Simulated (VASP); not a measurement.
A run of VASP 6.6.1 is set up as follows.

The input POSCAR:

```
MgS
1.0
    0.0000000000      2.7057160000      2.3935180000
    2.7057160000      0.0000000000      2.3935180000
    2.7057160000      2.7057160000      0.0000000000
Mg S
1 1
Direct
    0.0000000000      0.0000000000      0.0000000000
    0.5000000000      0.5000000000      0.5000000000
```

Contents of INCAR.step1:

```
SYSTEM = MgS
ALGO = Normal ; EDIFF = 1E-4
ENCUT = 520 ; GGA = PE
ISMEAR = 0 ; LASPH = .TRUE.
LCHARG = .FALSE. ; LREAL = .FALSE.
LWAVE = .TRUE. ; NBANDS = 11
NELM = 80 ; PREC = Accurate
SIGMA = 0.05
```

File INCAR.step2:

```
SYSTEM = MgS
ALGO = Normal ; EDIFF = 1E-6
ENCUT = 520 ; ISIF = 2
ISMEAR = 0 ; ISTART = 1
LASPH = .TRUE. ; LCHARG = .TRUE.
LELF = .TRUE. ; LMIXTAU = .TRUE.
LREAL = .FALSE. ; LVHAR = .TRUE.
LWAVE = .FALSE. ; METAGGA = R2SCAN
NBANDS = 11 ; NELM = 80
PREC = Accurate ; SIGMA = 0.05
```

File KPOINTS:

```
k-points
0
G
  8 8 8
  0 0 0
```

Potentials or basis: VASP PAW PBE potentials, release 64 (Mg, S).

Launch:

```console
$ cat potpaw_PBE.64/Mg/POTCAR potpaw_PBE.64/S/POTCAR > POTCAR
$ cp INCAR.step1 INCAR
$ mpirun -np 1 vasp_std > vasp.out
$ cp INCAR.step2 INCAR
$ mpirun -np 1 vasp_std > vasp.out
```

Problem. What does it give for the band gap on the k mesh?

Solution. 3.04 eV, indirect (least direct gap 4.45 eV).

Problem. Predict the pressure.

Solution. 2.7 GPa.

Stress tensor (GPa, compression positive):
```
-2.94  0.00  0.00
 0.00 -2.94  0.00
 0.00  0.00 13.85
```

Caveat: the cell differs from its parent crystal (strain +0.040 along x and y, -0.080 along z); the PAW data sets were made with another functional, which shifts forces and pressure a little. A k mesh can miss the band edges.
